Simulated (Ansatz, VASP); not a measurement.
Sn: VASP beside Ansatz

```
Sn
1.0
    -1.72654    1.77555    2.33834
     1.72654   -1.77555    2.33834
     1.72654    1.77555   -2.33834
Sn
1
Direct
  0.00000 0.00000 0.00000
```

Alike in both runs: functional r2SCAN; dispersion D4; k mesh 11 × 11 × 11; occupations tetrahedron; no spin polarisation.

|  | VASP | Ansatz |
| --- | --- | --- |
| version | VASP 6.6.1 | Ansatz 0.2.0 |
| potentials or method | VASP PAW PBE potentials, release 64 (Sn_d) | Ansatz PAW |
| plane-wave cutoff (eV) | 520 | 500 |
| valence electrons in the cell | 14 | 14 |
| task | single point | density of states |

```csv
,VASP,Ansatz,Ansatz less VASP
gap on the k mesh at the Fermi level (eV),none,none,-
pressure (GPa),-2.8,-2.7,+0.01
"traceless stress, the component that is largest in VASP (GPa)",-0.36,-0.39,-0.025
```

VASP's potentials were made for PBE, not for r2SCAN. A gap of «none» marks a metal or a gap that the smearing closes.
